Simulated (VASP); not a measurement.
Set up this calculation in VASP 6.6.1, as the native input.

| Property | Result |
| --- | --- |
| Task | single point |
| Functional | PBE |
| Potentials or basis | VASP PAW PBE potentials, release 64 (Sb, P) |
| Cutoff | 520 eV |
| k mesh | 11 × 11 × 11 |
| Occupations | fermi-dirac, width 0.05 eV |
| Spin | no spin polarisation |
| Dipole correction | no |
| Further INCAR settings | ALGO = Normal; EDIFF = 1e-06; NBANDS = 12 |

The structure of SbP (rocksalt type) lies in POSCAR:

```
SbP
1.0
    0.0000000000      2.8363931505      2.8363931505
    2.8363931505      0.0000000000      2.8363931505
    2.8363931505      2.8363931505      0.0000000000
Sb P
1 1
Direct
    0.0000000000      0.0000000000      0.0000000000
    0.5000000000      0.5000000000      0.5000000000
```

This cell differs from its parent crystal: volume scaled by 1.02.

One way to write it, as run:

INCAR

```
ALGO = Normal
EDIFF = 1E-6
ENCUT = 520
GGA = PE
ISIF = 2
ISMEAR = -1
LASPH = T
LCHARG = F
LREAL = F
LWAVE = F
NBANDS = 12
NELM = 100
PREC = Accurate
SIGMA = 0.05
```

KPOINTS

```
k-points
0
Gamma
  11 11 11
```

Potentials or basis: VASP PAW PBE potentials, release 64 (Sb, P).

The run is started by

```console
$ cat potpaw_PBE.64/Sb/POTCAR potpaw_PBE.64/P/POTCAR > POTCAR
$ mpirun -np 1 vasp_std > vasp.out
```

Results of the run:

```
Pressure               : -1.6 GPa
Band gap on the k mesh : zero (band 5 reaches 7.93 eV, above the bottom of band 6 at 7.49 eV)
```

Caveat: spin-orbit coupling is left out, which moves the levels of the heavy elements.

Run time: 25 s on 1 thread of Intel(R) Xeon(R) Platinum 8488C (Sapphire Rapids), on a shared host, peak memory 0.18 GiB.
